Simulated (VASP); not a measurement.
Set up this calculation in VASP 6.6.1, as the native input.

```
Task                   : single point
Functional             : PBE
Potentials or basis    : VASP PAW PBE potentials, release 64 (Mn_pv, Si)
Cutoff                 : 520 eV
k mesh                 : 8 × 8 × 8
Occupations            : gaussian, width 0.05 eV
Spin                   : no spin polarisation
Dipole correction      : no
Further INCAR settings : ALGO = Normal; EDIFF = 1e-07; NBANDS = 44
```

The structure of MnSi lies in POSCAR:

```
MnSi
1.0
    4.4973380700      0.0000000000      0.0000000000
    0.0000000000      4.4973380700      0.0000000000
    0.0000000000      0.0000000000      4.4973380700
Mn Si
4 4
Direct
    0.1371854634      0.1371854634      0.1371854634
    0.3628145366      0.8628145366      0.6371854634
    0.6371854634      0.3628145366      0.8628145366
    0.8628145366      0.6371854634      0.3628145366
    0.8456431430      0.8456431430      0.8456431430
    0.6543568570      0.1543568570      0.3456431430
    0.3456431430      0.6543568570      0.1543568570
    0.1543568570      0.3456431430      0.6543568570
```

These files were run (other wordings do the same):

INCAR

```
SYSTEM = MnSi
ALGO = Normal
EDIFF = 1E-7
ENCUT = 520
GGA = PE
ISIF = 2
ISMEAR = 0
LASPH = .True.
LCHARG = .True.
LELF = .True.
LREAL = .False.
LVHAR = .True.
LWAVE = .False.
NBANDS = 44
NELM = 80
PREC = Accurate
SIGMA = 0.05
```

KPOINTS

```
k-points
0
Gamma
  8 8 8
  0 0 0
```

Potentials or basis: VASP PAW PBE potentials, release 64 (Mn_pv, Si).

Run with:

```sh
$ cat potpaw_PBE.64/Mn_pv/POTCAR potpaw_PBE.64/Si/POTCAR > POTCAR
$ mpirun -np 1 vasp_std > vasp.out
```

It gave:

The pressure is 0.0 GPa and the largest force is 0.011 eV/Å. The band gap on the k mesh is zero (bands 34 and 35 overlap by 0.49 eV).

Caveat: the run has no spin polarisation, though such a crystal can be magnetic.

It took 2.8 min on 1 thread of Intel(R) Xeon(R) Platinum 8259CL CPU @ 2.50GHz (Skylake/Cascade Lake), on a shared host, peak memory 0.28 GiB.
